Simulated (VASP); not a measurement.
# K (Fd-3m) in VASP: notebook, part 2 of 2

VASP 6.6.1.

### Step 4. Single point, PBE (66.59 Å³/atom)

This run uses another cell than the first one, of 66.59 Å³/atom.

INCAR

```
SYSTEM = K
ALGO = Normal
EDIFF = 1E-6
ENCUT = 520
GGA = PE
ISIF = 2
ISMEAR = -1
LASPH = .TRUE.
LCHARG = .FALSE.
LREAL = .FALSE.
LWAVE = .FALSE.
NBANDS = 16
NELM = 60
PREC = Accurate
SIGMA = 0.1
```

KPOINTS

```
k-points
0
G
  8 8 8
  0 0 0
```

POSCAR

```
K
1.0
    0.0000000000      4.0531611729      4.0531611729
    4.0531611729      0.0000000000      4.0531611729
    4.0531611729      4.0531611729      0.0000000000
K
2
Direct
   -0.1250000000     -0.1250000000     -0.1250000000
    0.1250000000      0.1250000000      0.1250000000
```

Potentials or basis: VASP PAW PBE potentials, release 64 (K_sv).

Launch:

```
$ cat potpaw_PBE.64/K_sv/POTCAR > POTCAR
$ mpirun -np 1 vasp_std > vasp.out
```

OUTCAR:

```text
SYSTEM = K
   EDIFF = 1E-6
   ENCUT = 520
   GGA = PE
   ISIF = 2
   ISMEAR = -1
   LASPH = .TRUE.
   LREAL = .FALSE.
   NELM = 60
   PREC = Accurate

 ion  position               nearest neighbor table
   1  0.875  0.875  0.875-   2 3.51   2 3.51   2 3.51   2 3.51
   2  0.125  0.125  0.125-   1 3.51   1 3.51   1 3.51   1 3.51

  LATTYP: Found a face centered cubic cell.
 ALAT       =     8.1063223458

  Lattice vectors:

 A1 = (   0.0000000000,   4.0531611729,   4.0531611729)
 A2 = (   4.0531611729,   0.0000000000,   4.0531611729)
 A3 = (   4.0531611729,   4.0531611729,   0.0000000000)

Analysis of symmetry for initial positions (statically):
=====================================================================
 Subroutine PRICEL returns:
 Original cell was already a primitive cell.

 Routine SETGRP: Setting up the symmetry group for a
 face centered cubic supercell.

 Subroutine GETGRP returns: Found 48 space group operations
 (whereof 12 operations were pure point group operations)
 out of a pool of 48 trial point group operations.

The static configuration has the point symmetry D_3d.
 The point group associated with its full space group is O_h .

Analysis of symmetry for dynamics (positions and initial velocities):
[... 161 lines left out ...]

 val. band max:        0.1432173418   @ k =   0.5000   0.1250   0.0000
 cond. band min:       0.2679627225   @ k =   0.5000   0.5000   0.0000
 fundamental gap:      0.1247453806
 Fermi energy:         0.1998869796

 k-point     1 :       0.0000    0.0000    0.0000
  band No.  band energies     occupation
      1     -32.5897      2.00000
      2     -32.4950      2.00000
      3     -16.1558      2.00000
      4     -16.1558      2.00000
      5     -16.1558      2.00000
      6     -15.9166      2.00000
[... 433 lines left out ...]
      3     -16.2145      2.00000
      4     -16.1972      2.00000
      5     -16.1091      2.00000
      6     -15.9706      2.00000
[... 8 lines left out ...]
     15       3.6354      0.00000
     16       3.8874      0.00000

 [... further k-points ...]

------------------------ aborting loop because EDIFF is reached ----------------------------------------

  FORCE on cell =-STRESS in cart. coord.  units (eV):
  Direction    XX          YY          ZZ          XY          YZ          ZX
  --------------------------------------------------------------------------------------
  -------------------------------------------------------------------------------------
  Total        1.1816625      1.1816625      1.1816625      0.0000000      0.0000000     -0.0000000
  in kB       14.2164913     14.2164913     14.2164913      0.0000000      0.0000000     -0.0000000
  external PRESSURE =      14.2164913 kB  Pullay stress =       0.0000000 kB

 VOLUME and BASIS-vectors are now :
 -----------------------------------------------------------------------------
  energy-cutoff  :      520.00
  volume of cell :      133.17
      direct lattice vectors                 reciprocal lattice vectors
     0.000000000  4.053161173  4.053161173    -0.123360503  0.123360503  0.123360503
     4.053161173  0.000000000  4.053161173     0.123360503 -0.123360503  0.123360503
     4.053161173  4.053161173  0.000000000     0.123360503  0.123360503 -0.123360503

 POSITION                                       TOTAL-FORCE (eV/Angst)
 -----------------------------------------------------------------------------------
      7.09303      7.09303      7.09303         0.000000      0.000000      0.000000
      1.01329      1.01329      1.01329        -0.000000     -0.000000     -0.000000
 -----------------------------------------------------------------------------------
    total drift:                                0.000000      0.000000      0.000000

  FREE ENERGIE OF THE ION-ELECTRON SYSTEM (eV)
  ---------------------------------------------------
  free  energy   TOTEN  =        -1.2477708659 eV

  energy  without entropy=       -1.1999306995  energy(sigma->0) =       -1.22385078
```

OSZICAR:

```text
N       E                     dE             d eps       ncg     rms          rms(c)
DAV:   1     0.113283456308E+03    0.11328E+03   -0.77905E+03   928   0.901E+02
DAV:   2     0.683760920986E+01   -0.10645E+03   -0.10442E+03  1152   0.268E+02
DAV:   3    -0.104643142991E+01   -0.78840E+01   -0.78649E+01  1760   0.505E+01
DAV:   4    -0.126508875341E+01   -0.21866E+00   -0.21861E+00  1280   0.797E+00
DAV:   5    -0.127235936908E+01   -0.72706E-02   -0.72705E-02  1512   0.884E-01    0.331E+00
DAV:   6    -0.125744363717E+01    0.14916E-01   -0.97146E-03  1192   0.683E-01    0.218E+00
DAV:   7    -0.124784553479E+01    0.95981E-02   -0.29463E-02  1232   0.880E-01    0.203E-01
DAV:   8    -0.124783966439E+01    0.58704E-05   -0.44297E-03  1448   0.527E-01    0.887E-02
DAV:   9    -0.124778148194E+01    0.58182E-04   -0.68467E-05  1384   0.638E-02    0.263E-02
DAV:  10    -0.124777123838E+01    0.10244E-04   -0.17798E-05  1296   0.229E-02    0.922E-03
DAV:  11    -0.124777013690E+01    0.11015E-05   -0.18941E-06  1032   0.645E-03    0.273E-03
DAV:  12    -0.124777086588E+01   -0.72899E-06   -0.84510E-08   880   0.189E-03
   1 F= -.12477709E+01 E0= -.12238508E+01  d E =-.478402E-01
```

stdout:

```text
POSCAR found type information on POSCAR K
 POSCAR found :  1 types and       2 ions
 scaLAPACK will be used
 LDA part: xc-table for (Slater+PW92), standard interpolation
 POSCAR, INCAR and KPOINTS ok, starting setup
 FFT: planning ... GRIDC
 FFT: planning ... GRID_SOFT
 FFT: planning ... GRID
 WAVECAR not read
 entering main loop
```

Wall time 46 s (1 thread of AMD EPYC 9R45 (Zen 5), shared host); peak memory 0.29 GiB.

Results:

| Property | Result |
| --- | --- |
| Free energy | -1.2478 eV |
| Pressure | 1.4 GPa |
| Band gap on the k mesh | zero (bands 9 and 10 overlap by 0.74 eV) |

### Step 5. Single point, PBE (66.59 Å³/atom)

This run uses another cell than the first one, of 66.59 Å³/atom.

INCAR

```
ALGO     = Normal         # electronic algorithm
EDIFF    = 1E-6           # SCF threshold, eV
ENCUT    = 520            # plane-wave cutoff, eV
GGA      = PE             # functional
ISIF     = 2              # what is computed and relaxed
ISMEAR   = -1             # smearing method
LASPH    = True           # aspherical terms in the spheres
LCHARG   = True           # write CHGCAR
LELF     = True           # ELF
LREAL    = False          # projectors in reciprocal space
LVHAR    = True         
LWAVE    = False          # write WAVECAR
NBANDS   = 16             # bands
NELM     = 100            # most SCF steps
PREC     = Accurate       # precision mode
SIGMA    = 0.1            # smearing width, eV
```

KPOINTS

```
k-points
0
Gamma
  8 8 8
```

POSCAR is that of step 4.

Launch:

```
$ cat potpaw_PBE.64/K_sv/POTCAR > POTCAR
$ mpirun -np 1 vasp_std > vasp.out
```

Run time: 49 s. Hardware: 1 thread of AMD EPYC 9R45 (Zen 5), shared host; peak memory 0.28 GiB.

It converged, with:

| Property | Result |
| --- | --- |
| Free energy | -1.2478 eV |
| Pressure | 1.4 GPa |
| Band gap on the k mesh | zero (bands 9 and 10 overlap by 0.74 eV) |

Levels at points of the mesh, in eV from the Fermi level:
```csv
k point,band 5,band 6,band 7,band 8,band 9,band 10,band 11,band 12,band 13,band 14
"(0.00, 0.00, 0.00)",-16.36,-16.12,-16.12,-16.12,-2.31,2.71,2.71,2.74,2.74,2.74
"(0.50, 0.00, 0.00)",-16.36,-16.12,-16.09,-16.09,-0.58,-0.32,2.11,2.11,3.02,3.37
"(0.50, 0.50, 0.00)",-16.24,-16.24,-16.06,-16.06,0.07,0.07,1.54,1.54,2.47,2.47
```

### Step 6. Summary

| cell | gap on the mesh (eV) | pressure (GPa) |
| --- | --- | --- |
| a = 5.208 Å, angles 60.0°, 2 atoms | none | 3.5 |
| a = 5.465 Å, angles 60.0°, 2 atoms | none | 2.3 |
| a = 5.732 Å, angles 60.0°, 2 atoms | none | 1.4 |

Alike in all rows: task single point; level PBE; potentials or basis VASP PAW PBE potentials, release 64 (K_sv); no spin polarisation; k mesh 8 × 8 × 8; cutoff (eV) 520; smearing fermi-dirac 0.1 eV.

Caveats: the cell stands under pressure (at least some runs).

Absolute energies hang on the potentials; compare differences alone.

The gap in the log of VASP goes by the Fermi energy; the results here count the filled bands.